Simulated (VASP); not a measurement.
A run of VASP 6.6.1:

Contents of INCAR:

```
SYSTEM = Al
PREC = Accurate
ENCUT = 520
EDIFF = 1E-7
ISMEAR = 0
SIGMA = 0.1
LREAL = .False.
LASPH = .True.
NELM = 60
ALGO = Normal
ISIF = 2
LWAVE = .False.
LCHARG = .False.
NBANDS = 8
```

KPOINTS

```
Automatic mesh
0
Gamma
  18 18 18
  0 0 0
```

POSCAR

```
Al
1.0
    0.0000000000      1.9918063437      1.9918063437
    1.9918063437      0.0000000000      1.9918063437
    1.9918063437      1.9918063437      0.0000000000
Al
1
Direct
    0.0000000000      0.0000000000      0.0000000000
```

Potentials or basis: VASP PAW LDA potentials, release 64 (Al).

Run with:

```console
$ cat potpaw_LDA.64/Al/POTCAR > POTCAR
$ mpirun -np 1 vasp_std > vasp.out
```

Hardware: 1 thread of Intel(R) Xeon(R) Platinum 8375C CPU @ 2.90GHz (Ice Lake) (shared host).

Estimate the wall time of this run.

Wall time 15 s on 1 thread of Intel(R) Xeon(R) Platinum 8375C CPU @ 2.90GHz (Ice Lake), with other jobs on the host, peak memory 0.13 GiB. Counts: scf iterations 10, k points 195.
